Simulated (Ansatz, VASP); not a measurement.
## One calculation of Cu, two programs

The input INCAR:

```
ALGO = Fast ; EDIFF = 1E-7
ENCUT = 520 ; GGA = PE
ISIF = 2 ; ISMEAR = 0
LASPH = True ; LCHARG = False
LREAL = False ; LWAVE = False
NBANDS = 18 ; NELM = 60
PREC = Accurate ; SIGMA = 0.1
```

Contents of KPOINTS:

```
k-points
0
Gamma
  24 24 12
```

The input POSCAR:

```
Cu
1.0
    2.5680103729      0.0000000000      0.0000000000
   -1.2840051864      2.2239622201      0.0000000000
    0.0000000000      0.0000000000      4.2773987206
Cu
2
Direct
    0.3333333333      0.6666666667      0.2500000000
    0.6666666667      0.3333333333      0.7500000000
```

Input for Ansatz:

```yaml
crystal:
  lattice:
    - [2.5680103729, 0.0, 0.0]
    - [-1.2840051864, 2.2239622201, 0.0]
    - [0.0, 0.0, 4.2773987206]
  atoms:
    - { symbol: Cu, position: [0.3333333333, 0.6666666667, 0.25] }
    - { symbol: Cu, position: [0.6666666667, 0.3333333333, 0.75] }
basis:
  ecutwfc: 420
kpoints:
  mp_grid: { grid: [24, 24, 12] }
hamiltonian:
  xc: pbe
scf:
  occupations: { method: gaussian, width: 0.1 }
output:
  forces: true
  stress: true
  eigenvalues: true
```

Change from the starting cell: strain along c alone, the other axes held, atoms relaxed: +2.0 %.

Alike in both runs: task single point; functional PBE; k mesh 24 × 24 × 12; occupations gaussian, width 0.1 eV; no spin polarisation.

```csv
,VASP,Ansatz
version,VASP 6.6.1,Ansatz 0.2.0
potentials or method,"VASP PAW PBE potentials, release 64 (Cu), cutoff 520 eV","scalar-relativistic, plane waves, PAW"
valence electrons in the cell,22,38
```

Ansatz gave:

* gap on the k mesh at the Fermi level (eV): none
* pressure (GPa): -2.6
* traceless stress, the component that is largest in VASP (GPa): -1.71

Which values does VASP return?

gap on the k mesh at the Fermi level (eV): none; pressure (GPa): -1.9; traceless stress, the component that is largest in VASP (GPa): -1.73.

A gap of «none» marks a metal or a gap that the smearing closes. VASP's potentials hold 22 valence electrons a cell and Ansatz's 38, so a difference there can come from the potentials and not from the codes.
